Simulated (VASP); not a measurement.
# Na2H3 (P-4m2) in VASP: notebook

Na2H3 is run at these levels: PBE; tasks: relaxation of cell and atoms, single point.

Program: VASP 6.6.1. These are calculated values, not measurements. Logs are shortened: lines on timing, memory, paths and dates and some standing lists are left out, and cuts for length are marked.

## Step 1: The cell of the first run

The structure is tetragonal, space group P-4m2 (No. 115). Conventional cell: a = 4.233 Å, b = 4.233 Å, c = 8.465 Å, α = 90.00°, β = 90.00°, γ = 90.00°. Na (site symmetry 2mm) has 3 H at 2.12 Å within 2.8 Å. Within 2.8 Å of H (site symmetry 2mm) lie 2 Na at 2.12 Å. Within 2.8 Å of H (site symmetry -4m2) lie 2 Na at 2.12 Å.

## Step 2: Relaxation of cell and atoms, PBE

File INCAR:

```
ALGO     = Normal         # electronic algorithm
EDIFF    = 1E-7           # SCF threshold, eV
EDIFFG   = -0.01          # ionic threshold
ENCUT    = 600            # plane-wave cutoff, eV
GGA      = PE             # functional
IBRION   = 2              # ionic algorithm
ISIF     = 3              # what is computed and relaxed
ISMEAR   = 0              # smearing method
LASPH    = T              # aspherical terms in the spheres
LCHARG   = F              # write CHGCAR
LREAL    = F              # projectors in reciprocal space
LWAVE    = F              # write WAVECAR
NELM     = 100            # most SCF steps
NSW      = 100            # ionic steps
PREC     = Accurate       # precision mode
SIGMA    = 0.1            # smearing width, eV
```

File KPOINTS:

```
k-points
0
Gamma
  10 10 6
```

File POSCAR:

```
Na2H3
1.0
    4.2325263200      0.0000000000      0.0000000000
    0.0000000000      4.2325263200      0.0000000000
    0.0000000000      0.0000000000      8.4650526500
Na H
2 3
Direct
    0.0000000000      0.0000000000      0.7500000000
    0.0000000000      0.0000000000      0.2500000000
    0.5000000000      0.0000000000      0.7500000000
    0.0000000000      0.5000000000      0.2500000000
    0.0000000000      0.0000000000      0.0000000000
```

Potentials or basis: VASP PAW PBE potentials, release 64 (Na_pv, H).

Started as:

```bash
cat potpaw_PBE.64/Na_pv/POTCAR potpaw_PBE.64/H/POTCAR > POTCAR
mpirun -np 1 vasp_std > vasp.out
```

OUTCAR:

```text
EDIFF = 1E-7
   EDIFFG = -0.01
   ENCUT = 600
   GGA = PE
   IBRION = 2
   ISIF = 3
   ISMEAR = 0
   LASPH = T
   LREAL = F
   NELM = 100
   NSW = 100
   PREC = Accurate

 ion  position               nearest neighbor table
   1  0.000  0.000  0.750-
   2  0.000  0.000  0.250-
   3  0.500  0.000  0.750-
   4  0.000  0.500  0.250-
   5  0.000  0.000  0.000-

  LATTYP: Found a simple tetragonal cell.
 ALAT       =     4.2325263200
 C/A-ratio  =     2.0000000024

  Lattice vectors:

 A1 = (   4.2325263200,   0.0000000000,   0.0000000000)
 A2 = (   0.0000000000,   4.2325263200,   0.0000000000)
 A3 = (   0.0000000000,   0.0000000000,   8.4650526500)

Analysis of symmetry for initial positions (statically):
=====================================================================
 Subroutine PRICEL returns:
 Original cell was already a primitive cell.

 Routine SETGRP: Setting up the symmetry group for a
 simple tetragonal supercell.

 Subroutine GETGRP returns: Found  8 space group operations
 (whereof  8 operations were pure point group operations)
 out of a pool of 16 trial point group operations.

The static configuration has the point symmetry D_2d.

Analysis of symmetry for dynamics (positions and initial velocities):
=====================================================================
 Subroutine PRICEL returns:
 Original cell was already a primitive cell.

 Routine SETGRP: Setting up the symmetry group for a
 simple tetragonal supercell.

 Subroutine GETGRP returns: Found  8 space group operations
 (whereof  8 operations were pure point group operations)
 out of a pool of 16 trial point group operations.

The dynamic configuration has the point symmetry D_2d.

 Subroutine INISYM returns: Found  8 space group operations
 (whereof  8 operations are pure point group operations),
 and found     1 'primitive' translations

----------------------------------------------------------------------------------------

                                     Primitive cell

  volume of cell :     151.6453

  direct lattice vectors                    reciprocal lattice vectors
     4.232526320  0.000000000  0.000000000     0.236265512  0.000000000  0.000000000
     0.000000000  4.232526320  0.000000000     0.000000000  0.236265512  0.000000000
     0.000000000  0.000000000  8.465052650     0.000000000  0.000000000  0.118132756

  length of vectors
     4.232526320  4.232526320  8.465052650     0.236265512  0.236265512  0.118132756

  position of ions in fractional coordinates (direct lattice)
     0.000000000  0.000000000  0.750000000
     0.000000000  0.000000000  0.250000000
     0.500000000  0.000000000  0.750000000
     0.000000000  0.500000000  0.250000000
     0.000000000  0.000000000  0.000000000

  ion indices of the primitive-cell ions
   primitive index   ion index
                 1           1
                 2           2
                 3           3
                 4           4
                 5           5

----------------------------------------------------------------------------------------

 KPOINTS: k-points

Automatic generation of k-mesh.
 Grid dimensions read from file:
 generate k-points for:   10   10    6

 Generating k-lattice:

  Cartesian coordinates                     Fractional coordinates (reciprocal lattice)
     0.023626551  0.000000000  0.000000000     0.100000000  0.000000000  0.000000000
     0.000000000  0.023626551  0.000000000     0.000000000  0.100000000  0.000000000
     0.000000000  0.000000000  0.019688793     0.000000000  0.000000000  0.166666667

  Length of vectors
     0.023626551  0.023626551  0.019688793

  Shift w.r.t. Gamma in fractional coordinates (k-lattice)
     0.000000000  0.000000000  0.000000000

 Subroutine IBZKPT returns following result:
 ===========================================

 Found     84 irreducible k-points:

 Following reciprocal coordinates:
            Coordinates               Weight
  0.000000  0.000000  0.000000      1.000000
  0.100000  0.000000  0.000000      4.000000
  0.200000  0.000000  0.000000      4.000000
  0.300000  0.000000  0.000000      4.000000
  0.400000  0.000000  0.000000      4.000000
  0.500000  0.000000  0.000000      2.000000
[... 16 lines left out ...]
  0.100000  0.000000  0.166667      8.000000
  0.200000  0.000000  0.166667      8.000000
 [... further k-points ...]
   k-points           NKPTS =     84   k-points in BZ     NKDIM =     84   number of bands    NBANDS=     12
   number of dos      NEDOS =    301   number of ions     NIONS =      5
   total plane-waves  NPLWV =  90720
   dimension x,y,z NGX =    36 NGY =   36 NGZ =   70
   dimension x,y,z NGXF=    72 NGYF=   72 NGZF=  140
   ions per type =               2   3
   NGX,Y,Z   is equivalent  to a cutoff of  14.14, 14.14, 13.75 a.u.
   NGXF,Y,Z  is equivalent  to a cutoff of  28.28, 28.28, 27.49 a.u.
 SYSTEM =  unknown system
   PREC   = accura    normal or accurate (medium, high low for compatibility)
   ISTART =      0    job   : 0-new  1-cont  2-samecut
   ICHARG =      2    charge: 1-file 2-atom 10-const
   ISPIN  =      1    spin polarized calculation?
   LNONCOLLINEAR =      F non collinear calculations
   LSORBIT =      F    spin-orbit coupling
   LASPH  =      T    aspherical Exc in radial PAW
   ENCUT  =  600.0 eV  44.10 Ry    6.64 a.u.   8.45  8.45 16.91*2*pi/ulx,y,z
   NELM   =    100;   NELMIN=  2; NELMDL= -5     # of ELM steps
   EDIFF  = 0.1E-06   stopping-criterion for ELM
   LREAL  =      F    real-space projection
   EDIFFG = -.1E-01   stopping-criterion for IOM
   NSW    =    100    number of steps for IOM
   IBRION =      2    ionic relax: 0-MD 1-quasi-New 2-CG
   NFREE  =      1    steps in history (QN), initial steepest desc. (CG)
   ISIF   =      3    stress and relaxation
   ISYM   =      2    0-nonsym 1-usesym 2-fastsym
   POTIM  = 0.5000    time-step for ionic-motion
   TEBEG  =    0.0;   TEEND  =   0.0 temperature during run
   PSTRESS=    0.0 pullay stress
   NELECT =      17.0000    total number of electrons
   NUPDOWN=      -1.0000    fix difference up-down
   EMIN   =  10.00;   EMAX   =-10.00  energy-range for DOS
   EFERMI =   0.00;   METHOD = LEGACY
   ISMEAR =     0;   SIGMA  =   0.10  broadening in eV -4-tet -1-fermi 0-gaus
   EFERMI_NEDOS =   21; number of points for ismear=-14 and -15
   IALGO  =     38    algorithm
   IMIX   =      4    mixing-type and parameters
     AMIX     =   0.40;   BMIX     =  1.00
     AMIX_MAG =   1.60;   BMIX_MAG =  1.00
  volume/ion in A,a.u.               =      30.33       204.67
  Fermi-wavevector in a.u.,A,eV,Ry     =   0.789372  1.491696  8.477892  0.623107
  Thomas-Fermi vector in A             =   1.894500
   LORBIT       =      0    0 simple, 1 ext, 2 COOP (PROOUT), +10 PAW based schemes
   GGA     = PE    functional components
   LHFCALC =     F    Hartree Fock is set to
   AEXX    =    0.0000 exact exchange contribution
   IVDW    =     0    specifies the selected vdW correction
   LEPSILON=     F    determine dielectric tensor
   LRPA    =     F    only Hartree local field effects (RPA)
 conjugate gradient relaxation of ions
 non-spin polarized calculation
 Gauss-broadening in eV      SIGMA  =   0.10
  energy-cutoff  :      600.00
  volume of cell :      151.65
 maximum number of plane-waves:      5092
 NGX is ok and might be reduce to    36
   NGX = 17   NGY = 17   NGZ = 33

--------------------------------------- Ionic step        1  -------------------------------------------

 number of electron      16.9999994 magnetization

 Free energy of the ion-electron system (eV)
  ---------------------------------------------------
  ext. energy  EPLUGINS =         0.00000000
  ---------------------------------------------------
  free energy    TOTEN  =        -9.75732859 eV

  energy without entropy =       -9.71981475  energy(sigma->0) =       -9.73857167

------------------------ aborting loop because EDIFF is reached ----------------------------------------

  FORCE on cell =-STRESS in cart. coord.  units (eV):
  Direction    XX          YY          ZZ          XY          YZ          ZX
  --------------------------------------------------------------------------------------
  -------------------------------------------------------------------------------------
  Total       -0.1949908     -0.1949908     -0.2400973      0.0000000      0.0000000      0.0000000
  in kB       -2.0601349     -2.0601349     -2.5366989      0.0000000      0.0000000      0.0000000
  external PRESSURE =      -2.2189895 kB  Pullay stress =       0.0000000 kB
[... 98 lines left out ...]
  FREE ENERGIE OF THE ION-ELECTRON SYSTEM (eV)
  ---------------------------------------------------
  free  energy   TOTEN  =        -9.7834541982 eV

  energy  without entropy=       -9.7450013678  energy(sigma->0) =       -9.76422778

[... ionic steps 4 to 35 ...]

--------------------------------------- Ionic step       36  -------------------------------------------

 number of electron      16.9999999 magnetization

------------------------ aborting loop because EDIFF is reached ----------------------------------------

  FORCE on cell =-STRESS in cart. coord.  units (eV):
  Direction    XX          YY          ZZ          XY          YZ          ZX
  --------------------------------------------------------------------------------------
  -------------------------------------------------------------------------------------
  Total        0.0603160      0.0603160      0.1277852      0.0000000      0.0000000      0.0000000
  in kB        1.1001707      1.1001707      2.3308157      0.0000000      0.0000000      0.0000000
  external PRESSURE =       1.5103857 kB  Pullay stress =       0.0000000 kB
[... 63 lines left out ...]
  energy  without entropy=      -10.7482012666  energy(sigma->0) =      -10.75361338

--------------------------------------- Ionic step       38  -------------------------------------------

 number of electron      16.9999999 magnetization

 Free energy of the ion-electron system (eV)
  ---------------------------------------------------
  ext. energy  EPLUGINS =         0.00000000
  ---------------------------------------------------
  free energy    TOTEN  =       -10.75911601 eV

  energy without entropy =      -10.74833093  energy(sigma->0) =      -10.75372347

 E-fermi :  -2.0443     XC(G=0):  -6.4278

 val. band max:       -2.0592076152   @ k =   0.5000   0.3000   0.0000
 cond. band min:      -2.0330209234   @ k =   0.4000   0.4000   0.5000
 fundamental gap:      0.0261866919
 Fermi energy:        -2.0442516531

 k-point     1 :       0.0000    0.0000    0.0000
  band No.  band energies     occupation
      1     -24.7443      2.00000
      2     -24.7443      2.00000
      3     -24.7359      2.00000
      4     -24.7359      2.00000
      5     -24.7144      2.00000
      6     -24.6311      2.00000
      7      -6.1862      2.00000
      8      -3.4574      2.00000
      9      -0.3899      0.00000
     10       0.4473      0.00000
     11       4.3674      0.00000
     12       8.2004      0.00000
[... 331 lines left out ...]
 k-point    24 :       0.2000    0.0000    0.1667
  band No.  band energies     occupation
      1     -24.7568      2.00000
      2     -24.7471      2.00000
      3     -24.7432      2.00000
      4     -24.7351      2.00000
      5     -24.7103      2.00000
      6     -24.6320      2.00000
      7      -5.7614      2.00000
      8      -3.2539      2.00000
      9      -1.1341      0.00000
     10       1.1506      0.00000
     11       3.7812      0.00000
     12       6.7553      0.00000

 [... further k-points ...]
[... 5 lines left out ...]
  --------------------------------------------------------------------------------------
  -------------------------------------------------------------------------------------
  Total        0.0181457      0.0181457     -0.0097317      0.0000000      0.0000000      0.0000000
  in kB        0.3278398      0.3278398     -0.1758235      0.0000000      0.0000000      0.0000000
  external PRESSURE =       0.1599520 kB  Pullay stress =       0.0000000 kB
[... 20 lines left out ...]
  FREE ENERGIE OF THE ION-ELECTRON SYSTEM (eV)
  ---------------------------------------------------
  free  energy   TOTEN  =       -10.7591160142 eV

  energy  without entropy=      -10.7483309319  energy(sigma->0) =      -10.75372347

 reached required accuracy - stopping structural energy minimisation
```

Run time: 28 min. Hardware: 1 thread of Intel Xeon 6975P-C (Granite Rapids), shared host; peak memory 0.43 GiB.

What came out:

```
Free energy                            : -10.7591 eV
Relaxed volume                         : 17.74 Å³/atom
Relaxed cell                           : a = 3.537 Å, b = 3.537 Å, c = 7.089 Å, α = 90.00°, β = 90.00°, γ = 90.00°
Space group after relaxing (to 0.05 Å) : P4/mmm (No. 123)
Energy gained by relaxing              : 200.4 meV/atom
Ionic steps                            : 38
Pressure after relaxing                : 0.0 GPa
Largest force after relaxing           : 0.008 eV/Å
```

Forces on the atoms (eV/Å):
```
Na   0.000  0.000  0.008
Na   0.000  0.000 -0.008
H    0.000  0.000  0.004
H    0.000  0.000 -0.004
H    0.000  0.000  0.000
```

Step by step:
| step | energy change (eV) | largest force (eV/Å) | pressure (GPa) | volume (Å³) |
| --- | --- | --- | --- | --- |
| 1 | 0.0000 | 0.2088 | -0.22 | 151.65 |
| 2 | -0.0084 | 0.1854 | -0.15 | 150.73 |
| 3 | -0.0261 | 0.1712 | 0.06 | 147.99 |
| 4 | -0.0253 | 0.1983 | 0.55 | 142.61 |
| 5 | -0.0320 | 0.1606 | 0.29 | 145.42 |
| 6 | -0.0429 | 0.1546 | 0.26 | 146.09 |
| 7 | -0.0724 | 0.1342 | 0.19 | 148.07 |
| 8 | -0.1149 | 0.0749 | -0.05 | 151.89 |
| 9 | -0.0799 | 0.1672 | -0.78 | 158.99 |
| 10 | -0.1256 | 0.0529 | -0.23 | 153.81 |
| 11 | -0.1261 | 0.0567 | -0.28 | 154.32 |
| 12 | -0.1392 | 0.0140 | -0.18 | 148.81 |
| 13 | -0.1430 | 0.0234 | -0.10 | 144.55 |
| 14 | -0.1430 | 0.0277 | -0.09 | 143.99 |
| 15 | -0.1450 | 0.0332 | 0.05 | 140.64 |
| 16 | -0.1450 | 0.0328 | 0.05 | 140.78 |
| 17 | -0.1462 | 0.0375 | 0.02 | 140.69 |
| 18 | -0.1480 | 0.0851 | -0.08 | 140.44 |
| 19 | -0.1485 | 0.0836 | -0.08 | 140.24 |
| 20 | -0.1502 | 0.0806 | -0.10 | 139.67 |
| 21 | -0.1538 | 0.0784 | -0.14 | 138.53 |
| 22 | -0.1620 | 0.0710 | -0.21 | 136.24 |
| 23 | -0.1849 | 0.0625 | -0.35 | 131.69 |
| 24 | -0.2899 | 0.1022 | -0.60 | 122.64 |
| 25 | -0.6625 | 0.6272 | -0.12 | 104.83 |
| 26 | -0.6531 | 0.4310 | -0.37 | 107.08 |
| 27 | -0.6633 | 0.5569 | -0.20 | 105.53 |
| 28 | -0.7754 | 0.3752 | -0.53 | 104.43 |
| 29 | -0.8501 | 0.2955 | -0.88 | 102.70 |
| 30 | -0.8519 | 0.2810 | -0.93 | 102.41 |
| 31 | -0.9284 | 0.2676 | -0.52 | 95.54 |
| 32 | -0.9816 | 0.2539 | 0.51 | 85.72 |
| 33 | -0.9917 | 0.0689 | 0.01 | 86.53 |
| 34 | -0.9975 | 0.0405 | 0.17 | 86.22 |
| 35 | -1.0008 | 0.0069 | 0.15 | 87.23 |
| 36 | -1.0014 | 0.0142 | 0.15 | 87.84 |
| 37 | -1.0017 | 0.0044 | -0.06 | 89.10 |
| 38 | -1.0018 | 0.0080 | 0.02 | 88.68 |

Final structure:
```cif
data_structure
_symmetry_space_group_name_H-M 'P 1'
_symmetry_Int_Tables_number 1
_cell_length_a 3.5367
_cell_length_b 3.5367
_cell_length_c 7.0895
_cell_angle_alpha 90.000
_cell_angle_beta 90.000
_cell_angle_gamma 90.000
_cell_volume 88.68
loop_
_atom_site_label
_atom_site_type_symbol
_atom_site_fract_x
_atom_site_fract_y
_atom_site_fract_z
_atom_site_occupancy
Na1 Na 0.00000 0.00000 0.71344 1
Na2 Na 0.00000 0.00000 0.28656 1
H1 H 0.50000 0.00000 0.49970 1
H2 H 0.00000 0.50000 0.50030 1
H3 H 0.00000 0.00000 0.00000 1
```

Caveat: the volume moved by over 15 % at a fixed basis, so the end points are rough.

## Step 3: Single point, PBE

File INCAR:

```
SYSTEM = Na2H3
ALGO = Normal ; EDIFF = 1E-6
ENCUT = 520 ; GGA = PE
ISIF = 2 ; ISMEAR = 0
LASPH = .True. ; LCHARG = .False.
LREAL = .False. ; LWAVE = .False.
NBANDS = 16 ; NELM = 60
PREC = Accurate ; SIGMA = 0.1
```

File KPOINTS:

```
k-points
0
Gamma
  4 4 2
  0 0 0
```

POSCAR is that of step 2.

Potentials or basis: VASP PAW PBE potentials, release 64 (Na_pv, H).

Started as:

```bash
cat potpaw_PBE.64/Na_pv/POTCAR potpaw_PBE.64/H/POTCAR > POTCAR
mpirun -np 1 vasp_std > vasp.out
```

It took 38 s on 1 thread of AMD EPYC 7R43 (Zen 3), shared host; peak memory 0.2 GiB.

The run converged. Its results:

| Property | Result |
| --- | --- |
| Free energy | -9.7665 eV |
| Pressure | -0.3 GPa |
| Largest force | 0.203 eV/Å |

Forces on the atoms (eV/Å):
```
Na   0.000  0.000  0.203
Na   0.000  0.000 -0.203
H    0.000  0.000 -0.189
H    0.000  0.000  0.189
H    0.000  0.000  0.000
```

Levels at points of the mesh, in eV from the Fermi level:
```
           k point  band 5  band 6  band 7  band 8  band 9  band 10  band 11  band 12  band 13  band 14
(0.00, 0.00, 0.00)  -22.67  -22.67   -2.11   -1.04   -0.08     3.57     5.90     6.83     8.26     8.31
(0.50, 0.00, 0.00)  -22.68  -22.67   -1.37   -0.62   -0.02     3.57     3.87     5.51     6.53     8.67
(0.50, 0.50, 0.00)  -22.68  -22.68   -0.51   -0.28   -0.28     4.95     5.46     5.69     5.69     6.50
(0.00, 0.00, 0.50)  -22.67  -22.67   -1.97   -1.39    0.21     3.49     6.18     6.67     7.59     8.74
(0.50, 0.00, 0.50)  -22.68  -22.67   -1.35   -0.62   -0.09     3.64     3.71     6.47     6.54     7.41
(0.50, 0.50, 0.50)  -22.68  -22.68   -0.50   -0.28   -0.28     4.69     5.39     5.39     5.74     6.19
```

Caveat: the k points lie up to 0.37 Å⁻¹ apart.
